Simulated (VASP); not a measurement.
Wanted: the native input for a VASP 6.6.1 run.

```yaml
Task: single point
Functional: LDA
Potentials_or_basis: VASP PAW LDA potentials, release 64 (Mg, O)
Cutoff: 520 eV
k_mesh: 7 × 7 × 7
Occupations: gaussian, width 0.01 eV
Spin: no spin polarisation
Dipole_correction: no
Further_INCAR_settings: ALGO = Normal; EDIFF = 1e-06; NBANDS = 11
```

The structure of MgO (Periclase) lies in POSCAR:

```
MgO
1.0
    0.0000000000      2.1085000000      2.1085000000
    2.1085000000      0.0000000000      2.1085000000
    2.1085000000      2.1085000000      0.0000000000
Mg O
1 1
Direct
    0.0000000000      0.0000000000      0.0000000000
    0.5000000000      0.5000000000      0.5000000000
```

These files were run (other wordings do the same):

INCAR

```
SYSTEM = MgO
PREC = Accurate
ENCUT = 520
EDIFF = 1E-6
ISMEAR = 0
SIGMA = 0.01
LREAL = .FALSE.
LASPH = .TRUE.
NELM = 80
ALGO = Normal
ISIF = 2
LWAVE = .FALSE.
LCHARG = .FALSE.
NBANDS = 11
```

KPOINTS

```
Automatic mesh
0
G
  7 7 7
  0 0 0
```

Potentials or basis: VASP PAW LDA potentials, release 64 (Mg, O).

Run with:

```bash
$ cat potpaw_LDA.64/Mg/POTCAR potpaw_LDA.64/O/POTCAR > POTCAR
$ mpirun -np 1 vasp_std > vasp.out
```

It gave:

| Property | Result |
| --- | --- |
| Pressure | -8.2 GPa |
| Band gap on the k mesh | 4.62 eV, direct |

Wall time 3.1 s on 1 thread of Intel(R) Xeon(R) Platinum 8559C (Emerald Rapids), with other jobs on the host, peak memory 0.13 GiB.
